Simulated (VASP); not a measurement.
Ag, 1 atom in the cell. Symmetry: Fm-3m, No. 225, cubic system. Conventional cell: a = 4.086 Å, b = 4.086 Å, c = 4.086 Å, α = 90.00°, β = 90.00°, γ = 90.00°. Ag (site symmetry m-3m) has 12 Ag at 2.89 Å within 3.8 Å. 

```yaml
Program: VASP 6.6.1
Task: single point
Functional: PBE
Potentials_or_basis: VASP PAW PBE potentials, release 64 (Ag)
Cutoff: 520 eV
k_mesh: 10 × 10 × 10
Occupations: gaussian, width 0.15 eV
Spin: no spin polarisation
Dipole_correction: no
Further_INCAR_settings: ALGO = Normal; EDIFF = 1e-07; NBANDS = 12
```

Potentials or basis: VASP PAW PBE potentials, release 64 (Ag).

The run is started by

```console
$ cat potpaw_PBE.64/Ag/POTCAR > POTCAR
$ mpirun -np 1 vasp_std > vasp.out
```

Hardware: 1 thread of Intel(R) Xeon(R) 6975P-C (Granite Rapids), with other jobs on the host.

Q: How long does it take, and how much memory?

A: It took 8.2 s on 1 thread of Intel(R) Xeon(R) 6975P-C (Granite Rapids) (shared host), peak memory 0.14 GiB. Counts: scf iterations 12, k points 47.
